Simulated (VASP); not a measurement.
A run of VASP 6.6.1:

INCAR

```
ALGO = Normal
EDIFF = 1E-6
ENCUT = 520
GGA = PE
ISIF = 2
ISMEAR = -1
ISYM = 0
LASPH = True
LCHARG = False
LREAL = Auto
LWAVE = False
NBANDS = 132
NELM = 80
PREC = Accurate
SIGMA = 0.2585
```

The input KPOINTS:

```
Automatic mesh
0
Gamma
  1 1 1
  0.25 0.25 0.25
```

POSCAR

```
Ge2As
1.0
    8.2985660000      0.1181100000      0.0324410000
    0.1181100000      7.7552490000     -0.1054300000
    0.0324410000     -0.1054300000      7.8345330000
As Ge
7 14
Direct
    0.6103474931      0.0942504452      0.7214057994
    0.6877223685      0.1255921969      0.1028895767
    0.4774880265      0.8356064533      0.8593021179
    0.7310822730      0.5926270175      0.3403510620
    0.5782391635      0.5733169402      1.0729531867
    0.9659632553      0.9311473875      0.3494144520
    0.2311888998      0.0495191110      0.0288509603
    0.1406522957      0.5687310596      0.8390251741
    0.6434324560      0.9158218917      0.4605768474
    0.3660591272      0.3280671485      1.0336969409
    0.4026963847      0.5437892537      0.5905959969
    0.4413249316      0.9378026068      0.1796511045
    0.9361195112      0.9092957865      0.8920356072
    0.1966958366      0.1782447545      0.3766878428
    0.2725230761      0.7795523434      0.4220073210
    0.9280991190      0.4071575856      0.1329436178
    0.5244931375      0.2430888254      0.4744878569
    0.2797055161      0.5239760511      0.2674548526
    0.7738919878      0.6845095623      0.6895236785
    0.8939752541      0.1799967828      0.6890950117
    0.2090077210      0.9621866783      0.7098660408
```

Potentials or basis: VASP PAW PBE potentials, release 64 (As, Ge_d).

Run with:

```bash
$ cat potpaw_PBE.64/As/POTCAR potpaw_PBE.64/Ge_d/POTCAR > POTCAR
$ mpirun -np 1 vasp_std > vasp.out
```

Hardware: 1 thread of Intel(R) Xeon(R) Platinum 8488C (Sapphire Rapids) (shared host).

Problem. Estimate the wall time of this run.

Solution. Wall time 2 min on 1 thread of Intel(R) Xeon(R) Platinum 8488C (Sapphire Rapids), with other jobs on the host, peak memory 0.49 GiB. Counts: scf iterations 17, k points 1.
